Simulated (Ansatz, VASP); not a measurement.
# HfC: VASP beside Ansatz

The input POSCAR:

```
HfC
1.0
    0.0000000000      2.3250013489      2.3250013489
    2.3250013489      0.0000000000      2.3250013489
    2.3250013489      2.3250013489      0.0000000000
Hf C
1 1
Direct
    0.5000000000      0.5000000000      0.5000000000
    0.0000000000      0.0000000000      0.0000000000
```

Contents of INCAR.step1:

```
SYSTEM = HfC
PREC     = Accurate       ! precision mode
ENCUT    = 520            ! plane-wave cutoff, eV
EDIFF    = 1E-5           ! SCF threshold, eV
ISMEAR   = 0              ! smearing method
SIGMA    = 0.05           ! smearing width, eV
LREAL    = .FALSE.        ! projectors in reciprocal space
LASPH    = .TRUE.         ! aspherical terms in the spheres
NELM     = 60             ! most SCF steps
ALGO     = Normal         ! electronic algorithm
ISIF     = 2              ! what is computed and relaxed
LWAVE    = .TRUE.         ! write WAVECAR
LCHARG   = .FALSE.        ! write CHGCAR
GGA      = PE             ! functional
NBANDS   = 14             ! bands
```

The input INCAR.step2:

```
SYSTEM = HfC
PREC     = Accurate       ! precision mode
ENCUT    = 520            ! plane-wave cutoff, eV
EDIFF    = 1E-7           ! SCF threshold, eV
ISMEAR   = 0              ! smearing method
SIGMA    = 0.05           ! smearing width, eV
LREAL    = .FALSE.        ! projectors in reciprocal space
LASPH    = .TRUE.         ! aspherical terms in the spheres
NELM     = 60             ! most SCF steps
ALGO     = Normal         ! electronic algorithm
ISIF     = 2              ! what is computed and relaxed
LWAVE    = .FALSE.        ! write WAVECAR
LCHARG   = .FALSE.        ! write CHGCAR
GGA      = PE             ! functional
LHFCALC  = .TRUE.         ! exact exchange
AEXX     = 0.35           ! exact-exchange fraction
HFSCREEN = 0.20787        ! screening, 1/A
PRECFOCK = Normal       
ISTART   = 1            
NBANDS   = 14             ! bands
```

Contents of KPOINTS:

```
regular mesh
0
G
  6 6 6
  0 0 0
```

Input for Ansatz:

```yaml
crystal:
  lattice:
    - [0.0, 2.3250013489, 2.3250013489]
    - [2.3250013489, 0.0, 2.3250013489]
    - [2.3250013489, 2.3250013489, 0.0]
  atoms:
    - { symbol: Hf, position: [0.5, 0.5, 0.5] }
    - { symbol: C, position: [0.0, 0.0, 0.0] }
basis:
  ecutwfc: 420
  ecutrho_ratio: 4
kpoints:
  mp_grid: { grid: [6, 6, 6] }
hamiltonian:
  xc: { preset: hse06, exx: { coeff: 0.35, omega: 0.20787 } }
scf:
  occupations: { method: gaussian, width: 0.05 }
  n_extra_bands: 9
output:
  forces: true
  stress: true
  eigenvalues: true
  populations: true
  dos: { projected: true, de: 0.02 }
  write_density: true
  write_potential: true
  elf: true
  volumetric_format: npy
```

Alike in both runs: task single point; functional PBE-based screened hybrid; k mesh 6 × 6 × 6; occupations gaussian, width 0.05 eV; no spin polarisation.

```csv
,VASP,Ansatz
version,VASP 6.6.1,Ansatz 0.2.0
potentials or method,"VASP PAW PBE potentials, release 64 (Hf_pv, C), cutoff 520 eV","scalar-relativistic, plane waves, PAW"
valence electrons in the cell,14,30
```

|  | VASP | Ansatz | Ansatz less VASP |
| --- | --- | --- | --- |
| gap on the k mesh at the Fermi level (eV) | none | none | - |
| pressure (GPa) | -5.5 | -1.8 | +3.77 |

VASP's potentials were made for PBE, not for PBE-based screened hybrid. A gap of «none» marks a metal or a gap that the smearing closes. VASP's potentials hold 14 valence electrons a cell and Ansatz's 30, so a difference there can come from the potentials and not from the codes. Ansatz's warnings: filled band counts differ across k points, stress exchange threshold loose, stress scf threshold loose.

The k mesh is coarse, so the values compare programs but aren't converged. Neither program's run includes spin-orbit coupling.
